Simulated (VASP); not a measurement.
# Cu (Im-3m) in VASP: a series of runs

Runs on Cu. Level: PBE. Tasks: single point, relaxation of cell and atoms.

Everything below comes from runs of VASP 6.6.1. Logs are shortened: lines on timing, memory, paths and dates and some standing lists are left out, and cuts for length are marked.

## (1) The cell of the first run

It takes space group Im-3m (No. 229, cubic). Conventional cell: a = 2.885 Å, b = 2.885 Å, c = 2.885 Å, α = 90.00°, β = 90.00°, γ = 90.00°. Within 3.3 Å of Cu (site symmetry m-3m) lie 14 Cu at 2.50 to 2.88 Å.

## (2) Single point, PBE

The input, INCAR:

```
SYSTEM = Cu
PREC = Accurate ; ENCUT = 520
EDIFF = 1E-6 ; ISMEAR = -1
SIGMA = 0.05 ; LREAL = .False.
LASPH = .True. ; NELM = 80
ALGO = Normal ; ISIF = 2
LWAVE = .False. ; LCHARG = .True.
GGA = PE ; LELF = .True.
LVHAR = .True. ; NBANDS = 12
```

The input, KPOINTS:

```
Automatic mesh
0
Gamma
  20 20 20
  0 0 0
```

The input, POSCAR:

```
Cu
1.0
   -1.4424177744      1.4424177744      1.4424177744
    1.4424177744     -1.4424177744      1.4424177744
    1.4424177744      1.4424177744     -1.4424177744
Cu
1
Direct
    0.0000000000      0.0000000000      0.0000000000
```

Potentials or basis: VASP PAW PBE potentials, release 64 (Cu).

Run with:

```bash
> cat potpaw_PBE.64/Cu/POTCAR > POTCAR
> mpirun -np 1 vasp_std > vasp.out
```

OUTCAR:

```text
SYSTEM = Cu
   PREC = Accurate
   ENCUT = 520
   EDIFF = 1E-6
   ISMEAR = -1
   LREAL = .False.
   LASPH = .True.
   NELM = 80
   ISIF = 2
   GGA = PE

 ion  position               nearest neighbor table
   1  0.000  0.000  0.000-

  LATTYP: Found a body centered cubic cell.
 ALAT       =     2.8848355488

  Lattice vectors:

 A1 = (  -1.4424177744,   1.4424177744,   1.4424177744)
 A2 = (   1.4424177744,  -1.4424177744,   1.4424177744)
 A3 = (   1.4424177744,   1.4424177744,  -1.4424177744)

Analysis of symmetry for initial positions (statically):
=====================================================================
 Subroutine PRICEL returns:
 Original cell was already a primitive cell.

 Routine SETGRP: Setting up the symmetry group for a
 body centered cubic supercell.

 Subroutine GETGRP returns: Found 48 space group operations
 (whereof 48 operations were pure point group operations)
 out of a pool of 48 trial point group operations.

The static configuration has the point symmetry O_h .

Analysis of symmetry for dynamics (positions and initial velocities):
=====================================================================
 Subroutine PRICEL returns:
 Original cell was already a primitive cell.

 Routine SETGRP: Setting up the symmetry group for a
 body centered cubic supercell.

 Subroutine GETGRP returns: Found 48 space group operations
 (whereof 48 operations were pure point group operations)
 out of a pool of 48 trial point group operations.

The dynamic configuration has the point symmetry O_h .

 Subroutine INISYM returns: Found 48 space group operations
 (whereof 48 operations are pure point group operations),
 and found     1 'primitive' translations

----------------------------------------------------------------------------------------

                                     Primitive cell

  volume of cell :      12.0042

  direct lattice vectors                    reciprocal lattice vectors
    -1.442417774  1.442417774  1.442417774     0.000000000  0.346640210  0.346640210
     1.442417774 -1.442417774  1.442417774     0.346640210  0.000000000  0.346640210
     1.442417774  1.442417774 -1.442417774     0.346640210  0.346640210  0.000000000

  length of vectors
     2.498340871  2.498340871  2.498340871     0.490223286  0.490223286  0.490223286

  position of ions in fractional coordinates (direct lattice)
     0.000000000  0.000000000  0.000000000
[... 81 lines left out ...]
   NFREE  =      0    steps in history (QN), initial steepest desc. (CG)
   ISIF   =      2    stress and relaxation
   ISYM   =      2    0-nonsym 1-usesym 2-fastsym
   POTIM  = 0.5000    time-step for ionic-motion
   TEBEG  =    0.0;   TEEND  =   0.0 temperature during run
   PSTRESS=    0.0 pullay stress
   NELECT =      11.0000    total number of electrons
   NUPDOWN=      -1.0000    fix difference up-down
   EMIN   =  10.00;   EMAX   =-10.00  energy-range for DOS
   EFERMI =   0.00;   METHOD = LEGACY
   ISMEAR =    -1;   SIGMA  =   0.05  broadening in eV -4-tet -1-fermi 0-gaus
   EFERMI_NEDOS =   21; number of points for ismear=-14 and -15
   IALGO  =     38    algorithm
   IMIX   =      4    mixing-type and parameters
     AMIX     =   0.40;   BMIX     =  1.00
     AMIX_MAG =   1.60;   BMIX_MAG =  1.00
  volume/ion in A,a.u.               =      12.00        81.01
  Fermi-wavevector in a.u.,A,eV,Ry     =   1.590113  3.004878 34.401779  2.528459
  Thomas-Fermi vector in A             =   2.688858
   LORBIT       =      0    0 simple, 1 ext, 2 COOP (PROOUT), +10 PAW based schemes
   GGA     = PE    functional components
   LHFCALC =     F    Hartree Fock is set to
   AEXX    =    0.0000 exact exchange contribution
   IVDW    =     0    specifies the selected vdW correction
   LEPSILON=     F    determine dielectric tensor
   LRPA    =     F    only Hartree local field effects (RPA)
 non-spin polarized calculation
  energy-cutoff  :      520.00
  volume of cell :       12.00
 maximum number of plane-waves:       336
   NGX =  9   NGY =  9   NGZ =  9

 number of electron      11.0000003 magnetization

 Free energy of the ion-electron system (eV)
  ---------------------------------------------------
  ext. energy  EPLUGINS =         0.00000000
  ---------------------------------------------------
  free energy    TOTEN  =        -3.69073118 eV

  energy without entropy =       -3.68638173  energy(sigma->0) =       -3.68855646

 E-fermi :   7.3868     XC(G=0): -12.6334

 val. band max:        7.3840506056   @ k =   0.2500   0.1500   0.1000
 cond. band min:       7.3961343833   @ k =   0.2000   0.2000   0.1000
 fundamental gap:      0.0120837777
 Fermi energy:         7.3867830825

 k-point     1 :       0.0000    0.0000    0.0000
  band No.  band energies     occupation
      1      -1.8367      2.00000
      2       4.3299      2.00000
      3       4.3299      2.00000
      4       4.3299      2.00000
      5       5.3169      2.00000
      6       5.3169      2.00000
      7      32.2898      0.00000
      8      32.2898      0.00000
      9      32.2898      0.00000
     10      35.4513      0.00000
     11      35.4513      0.00000
     12      35.4513      0.00000
[... 331 lines left out ...]
 k-point    24 :       0.2500    0.1000    0.0000
  band No.  band energies     occupation
      1       1.4021      2.00000
      2       3.8831      2.00000
      3       4.1774      2.00000
      4       5.1459      2.00000
      5       5.4081      2.00000
      6       5.6384      2.00000
      7      18.5467      0.00000
      8      23.4077      0.00000
      9      26.3928      0.00000
     10      30.8271      0.00000
     11      34.2656      0.00000
     12      36.0587      0.00000

 [... further k-points ...]

------------------------ aborting loop because EDIFF is reached ----------------------------------------

  FORCE on cell =-STRESS in cart. coord.  units (eV):
  Direction    XX          YY          ZZ          XY          YZ          ZX
  --------------------------------------------------------------------------------------
  -------------------------------------------------------------------------------------
  Total        0.0427116      0.0427116      0.0427116      0.0000000     -0.0000000     -0.0000000
  in kB        5.7006360      5.7006360      5.7006360      0.0000000     -0.0000000     -0.0000000
  external PRESSURE =       5.7006360 kB  Pullay stress =       0.0000000 kB

 VOLUME and BASIS-vectors are now :
 -----------------------------------------------------------------------------
  energy-cutoff  :      520.00
  volume of cell :       12.00
      direct lattice vectors                 reciprocal lattice vectors
    -1.442417774  1.442417774  1.442417774     0.000000000  0.346640210  0.346640210
     1.442417774 -1.442417774  1.442417774     0.346640210  0.000000000  0.346640210
     1.442417774  1.442417774 -1.442417774     0.346640210  0.346640210  0.000000000

 POSITION                                       TOTAL-FORCE (eV/Angst)
 -----------------------------------------------------------------------------------
      0.00000      0.00000      0.00000         0.000000     -0.000000      0.000000
 -----------------------------------------------------------------------------------
    total drift:                                0.000000     -0.000000      0.000000

  FREE ENERGIE OF THE ION-ELECTRON SYSTEM (eV)
  ---------------------------------------------------
  free  energy   TOTEN  =        -3.6907311824 eV

  energy  without entropy=       -3.6863817329  energy(sigma->0) =       -3.68855646
```

stdout:

```text
POSCAR found type information on POSCAR Cu
 POSCAR found :  1 types and       1 ions
 scaLAPACK will be used
 LDA part: xc-table for (Slater+PW92), standard interpolation
 POSCAR, INCAR and KPOINTS ok, starting setup
 FFT: planning ... GRIDC
 FFT: planning ... GRID_SOFT
 FFT: planning ... GRID
 WAVECAR not read
 entering main loop
```

Run time: 20 s. Hardware: 1 thread of Intel Xeon Platinum 8375C at 2.90GHz (Ice Lake), shared host; peak memory 0.15 GiB.

Results:

```yaml
Free_energy: -3.6907 eV
Pressure: 0.6 GPa
```

## (3) Single point, PBE

The input, INCAR:

```
  ALGO = Normal
  EDIFF = 1E-6
  ENCUT = 520
  GGA = PE
  ISIF = 2
  ISMEAR = -1
  LASPH = T
  LCHARG = F
  LREAL = F
  LWAVE = F
  NBANDS = 12
  NELM = 60
  PREC = Accurate
  SIGMA = 0.05
```

The input, KPOINTS:

```
k-points
0
Gamma
  20 20 20
```

POSCAR is that of step 2.

Potentials or basis: VASP PAW PBE potentials, release 64 (Cu).

Run with:

```bash
> cat potpaw_PBE.64/Cu/POTCAR > POTCAR
> mpirun -np 1 vasp_std > vasp.out
```

OUTCAR:

```text
EDIFF = 1E-6
   ENCUT = 520
   GGA = PE
   ISIF = 2
   ISMEAR = -1
   LASPH = T
   LREAL = F
   NELM = 60
   PREC = Accurate

 ion  position               nearest neighbor table
   1  0.000  0.000  0.000-

  LATTYP: Found a body centered cubic cell.
 ALAT       =     2.8848355488

  Lattice vectors:

 A1 = (  -1.4424177744,   1.4424177744,   1.4424177744)
 A2 = (   1.4424177744,  -1.4424177744,   1.4424177744)
 A3 = (   1.4424177744,   1.4424177744,  -1.4424177744)

Analysis of symmetry for initial positions (statically):
=====================================================================
 Subroutine PRICEL returns:
 Original cell was already a primitive cell.

 Routine SETGRP: Setting up the symmetry group for a
 body centered cubic supercell.

 Subroutine GETGRP returns: Found 48 space group operations
 (whereof 48 operations were pure point group operations)
 out of a pool of 48 trial point group operations.

The static configuration has the point symmetry O_h .

[... 165 lines left out ...]
  band No.  band energies     occupation
      1      -1.8367      2.00000
      2       4.3299      2.00000
      3       4.3299      2.00000
      4       4.3299      2.00000
      5       5.3169      2.00000
      6       5.3169      2.00000
      7      32.2898      0.00000
      8      32.2898      0.00000
      9      32.2898      0.00000
     10      35.4513      0.00000
     11      35.4513      0.00000
     12      35.4513      0.00000
[... 331 lines left out ...]
 k-point    24 :       0.2500    0.1000    0.0000
  band No.  band energies     occupation
      1       1.4021      2.00000
      2       3.8831      2.00000
      3       4.1774      2.00000
      4       5.1459      2.00000
      5       5.4081      2.00000
      6       5.6384      2.00000
      7      18.5467      0.00000
      8      23.4077      0.00000
      9      26.3928      0.00000
     10      30.8271      0.00000
     11      34.2656      0.00000
     12      36.0587      0.00000

 [... further k-points ...]

------------------------ aborting loop because EDIFF is reached ----------------------------------------

  FORCE on cell =-STRESS in cart. coord.  units (eV):
  Direction    XX          YY          ZZ          XY          YZ          ZX
  --------------------------------------------------------------------------------------
  -------------------------------------------------------------------------------------
  Total        0.0427116      0.0427116      0.0427116      0.0000000     -0.0000000     -0.0000000
  in kB        5.7006360      5.7006360      5.7006360      0.0000000     -0.0000000     -0.0000000
  external PRESSURE =       5.7006360 kB  Pullay stress =       0.0000000 kB

 VOLUME and BASIS-vectors are now :
 -----------------------------------------------------------------------------
  energy-cutoff  :      520.00
  volume of cell :       12.00
      direct lattice vectors                 reciprocal lattice vectors
    -1.442417774  1.442417774  1.442417774     0.000000000  0.346640210  0.346640210
     1.442417774 -1.442417774  1.442417774     0.346640210  0.000000000  0.346640210
     1.442417774  1.442417774 -1.442417774     0.346640210  0.346640210  0.000000000

 POSITION                                       TOTAL-FORCE (eV/Angst)
 -----------------------------------------------------------------------------------
      0.00000      0.00000      0.00000         0.000000     -0.000000      0.000000
 -----------------------------------------------------------------------------------
    total drift:                                0.000000     -0.000000      0.000000

  FREE ENERGIE OF THE ION-ELECTRON SYSTEM (eV)
  ---------------------------------------------------
  free  energy   TOTEN  =        -3.6907311824 eV

  energy  without entropy=       -3.6863817329  energy(sigma->0) =       -3.68855646
```

stdout:

```text
POSCAR found type information on POSCAR Cu
 POSCAR found :  1 types and       1 ions
 scaLAPACK will be used
 LDA part: xc-table for (Slater+PW92), standard interpolation
 POSCAR, INCAR and KPOINTS ok, starting setup
 FFT: planning ... GRIDC
 FFT: planning ... GRID_SOFT
 FFT: planning ... GRID
 WAVECAR not read
 entering main loop
```

Run time: 19 s. Hardware: 1 thread of Intel Xeon Platinum 8375C at 2.90GHz (Ice Lake), shared host; peak memory 0.15 GiB.

Results:

```
Free energy : -3.6907 eV
Pressure    : 0.6 GPa
```

[end of part 1 of 2]
